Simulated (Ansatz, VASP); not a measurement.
**Na4Pd: VASP beside Ansatz**

```
Na Pd
1.0
     5.56482    0.00000    0.00000
     0.00000    5.56482    0.00000
     0.00000    0.00000    5.56482
Na Pd
4 1
Cartesian
  2.7824 0.0000 0.0000
  0.0000 2.7824 0.0000
  0.0000 0.0000 2.7824
  2.7824 2.7824 2.7824
  0.0000 0.0000 0.0000
```

Alike in both runs: functional PBE; k mesh 4 × 4 × 4; occupations gaussian, width 0.1 eV; no spin polarisation.

Ansatz relaxed the structure, and its values are those at the end. VASP's run is a single point on that final structure, the one shown.

|  | VASP | Ansatz |
| --- | --- | --- |
| version | VASP 6.6.1 | Ansatz 0.2.0 |
| potentials or method | VASP PAW PBE potentials, release 64 (Na_pv, Pd), cutoff 520 eV | scalar-relativistic, plane waves, PAW |
| valence electrons in the cell | 38 | 54 |

```csv
,VASP,Ansatz,Ansatz less VASP
gap on the k mesh at the Fermi level (eV),none,none,-
pressure (GPa),0.1,0.0,-0.02
```

A gap of «none» marks a metal or a gap that the smearing closes. VASP's potentials hold 38 valence electrons a cell and Ansatz's 54, so a difference there can come from the potentials and not from the codes.
